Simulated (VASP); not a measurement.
A run of VASP 6.6.1:

The input INCAR:

```
PREC     = Accurate       # precision mode
ENCUT    = 520            # plane-wave cutoff, eV
EDIFF    = 1E-7           # SCF threshold, eV
ISMEAR   = -1             # smearing method
SIGMA    = 0.05           # smearing width, eV
LREAL    = False          # projectors in reciprocal space
LASPH    = True           # aspherical terms in the spheres
NELM     = 80             # most SCF steps
ALGO     = Normal         # electronic algorithm
ISIF     = 2              # what is computed and relaxed
LWAVE    = False          # write WAVECAR
LCHARG   = True           # write CHGCAR
GGA      = PE             # functional
LELF     = True           # ELF
LVHAR    = True         
NBANDS   = 18             # bands
```

File KPOINTS:

```
Automatic mesh
0
Gamma
  19 19 10
```

File POSCAR:

```
Cu
1.0
    2.2767333843      0.0000000000      0.0000000000
   -1.1383666921      1.9717089485      0.0000000000
    0.0000000000      0.0000000000      3.7399830376
Cu
2
Direct
    0.3333333333      0.6666666667      0.2500000000
    0.6666666667      0.3333333333      0.7500000000
```

Potentials or basis: VASP PAW PBE potentials, release 64 (Cu).

The run is started by

```console
$ cat potpaw_PBE.64/Cu/POTCAR > POTCAR
$ mpirun -np 1 vasp_std > vasp.out
```

Hardware: 1 thread of Intel Xeon 8259CL (shared host).

How long does it take, and how much memory?

Run time: 92 s on 1 thread of Intel Xeon 8259CL, with other jobs on the host, peak memory 0.17 GiB. Counts: scf iterations 13, k points 240.
